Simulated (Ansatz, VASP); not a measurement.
One calculation of Sr2C, two programs

POSCAR

```
Sr2C
1.0
    0.0000000000      3.3601424637      3.3601424637
    3.3601424637      0.0000000000      3.3601424637
    3.3601424637      3.3601424637      0.0000000000
C Sr
1 2
Direct
    0.0000000000      0.0000000000      0.0000000000
    0.2500000000      0.2500000000      0.2500000000
    0.7500000000      0.7500000000      0.7500000000
```

File INCAR.step1:

```
ALGO     = Normal         # electronic algorithm
EDIFF    = 1E-5           # SCF threshold, eV
ENCUT    = 520            # plane-wave cutoff, eV
GGA      = PE             # functional
ISIF     = 2              # what is computed and relaxed
ISMEAR   = 0              # smearing method
LASPH    = T              # aspherical terms in the spheres
LREAL    = F              # projectors in reciprocal space
LWAVE    = T              # write WAVECAR
NBANDS   = 19             # bands
NELM     = 60             # most SCF steps
PREC     = Accurate       # precision mode
SIGMA    = 0.01           # smearing width, eV
```

Contents of INCAR.step2:

```
AEXX     = 0.25           # exact-exchange fraction
ALGO     = Normal         # electronic algorithm
EDIFF    = 1E-7           # SCF threshold, eV
ENCUT    = 520            # plane-wave cutoff, eV
GGA      = PE             # functional
ISIF     = 2              # what is computed and relaxed
ISMEAR   = 0              # smearing method
ISTART   = 1            
LASPH    = T              # aspherical terms in the spheres
LCHARG   = T              # write CHGCAR
LELF     = T              # ELF
LHFCALC  = T              # exact exchange
LREAL    = F              # projectors in reciprocal space
LVHAR    = T            
LWAVE    = F              # write WAVECAR
NBANDS   = 19             # bands
NELM     = 60             # most SCF steps
PREC     = Accurate       # precision mode
PRECFOCK = Normal       
SIGMA    = 0.01           # smearing width, eV
```

The input KPOINTS:

```
k-points
0
Gamma
  4 4 4
```

Input for Ansatz:

```yaml
crystal:
  lattice:
    - [0.0, 3.3601424637, 3.3601424637]
    - [3.3601424637, 0.0, 3.3601424637]
    - [3.3601424637, 3.3601424637, 0.0]
  atoms:
    - { symbol: C, position: [0.0, 0.0, 0.0] }
    - { symbol: Sr, position: [0.25, 0.25, 0.25] }
    - { symbol: Sr, position: [0.75, 0.75, 0.75] }
kpoints:
  mp_grid: { grid: [4, 4, 4] }
  band_path:
    path:
      - [0.0, 0.0, 0.0]
      - [0.5, 0.0, 0.5]
      - [0.625, 0.25, 0.625]
      - [0.375, 0.375, 0.75]
      - [0.5, 0.5, 0.5]
      - [0.5, 0.25, 0.75]
    npoints: 1
hamiltonian:
  xc: pbe0
scf:
  occupations: { method: fixed }
  n_extra_bands: 4
output:
  forces: true
  stress: true
  eigenvalues: true
```

Alike in both runs: task single point; functional PBE0; k mesh 4 × 4 × 4; no spin polarisation.

```csv
,VASP,Ansatz
version,VASP 6.6.1,Ansatz 0.2.0
potentials or method,"VASP PAW PBE potentials, release 64 (C, Sr_sv)","plane waves, PAW"
plane-wave cutoff (eV),520,420
occupations,"gaussian, width 0.01 eV",fixed
valence electrons in the cell,24,24
```

|  | VASP | Ansatz | Ansatz less VASP |
| --- | --- | --- | --- |
| gap on the k mesh at the Fermi level (eV) | 1.01 | 0.96 | -0.057 |
| pressure (GPa) | 0.4 | 0.2 | -0.16 |

Ansatz's warnings: little group invariance lost, metallic iterate, metallic semilocal start, stress exchange threshold loose, stress scf threshold loose.
